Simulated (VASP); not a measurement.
Crystal: SiC.

```
CELL_PARAMETERS angstrom
3.07569 0.00000 0.00000
-1.53785 2.66363 0.00000
0.00000 0.00000 10.07065
ATOMIC_POSITIONS crystal
Si 0.00000 0.00000 0.18789
Si 0.00000 0.00000 0.68789
Si 0.33333 0.66667 0.43784
Si 0.66667 0.33333 0.93784
C 0.00000 0.00000 0.00046
C 0.00000 0.00000 0.50046
C 0.33333 0.66667 0.24980
C 0.66667 0.33333 0.74980
```

* Program: VASP 6.6.1
* Task: relaxation of cell and atoms
* Functional: b88 exchange, pbe correlation
* Potentials or basis: VASP PAW PBE potentials, release 64 (Si, C)
* Cutoff: 600 eV
* k mesh: 10 × 10 × 3
* Occupations: fermi-dirac, width 0.05 eV
* Spin: no spin polarisation

At the start: pressure 3.9 GPa; volume 10.31 Å³/atom.

**Question.** How do energy, volume and symmetry change on relaxing?

**Answer.** Over 3 steps the energy falls by 2.2 meV/atom and the volume is 10.50 Å³/atom (+1.8 %); space group P6_3mc (No. 186, to 0.1 Å) before and after.

Step by step:
```csv
step,energy change (eV),largest force (eV/Å),pressure (GPa),volume (Å³)
1,0.0000,0.0050,3.86,82.50
2,0.0010,0.0163,-3.73,85.51
3,-0.0173,0.0064,0.00,83.97
```

Final structure:
```
CELL_PARAMETERS angstrom
3.09392 0.00000 0.00000
-1.54696 2.67941 0.00000
0.00000 0.00000 10.12865
ATOMIC_POSITIONS crystal
Si 0.00000 0.00000 0.18790
Si 0.00000 0.00000 0.68790
Si 0.33333 0.66667 0.43783
Si 0.66667 0.33333 0.93783
C 0.00000 0.00000 0.00046
C 0.00000 0.00000 0.50046
C 0.33333 0.66667 0.24981
C 0.66667 0.33333 0.74981
```

Caveat: the PAW data sets were made with another functional, which shifts forces and pressure a little.
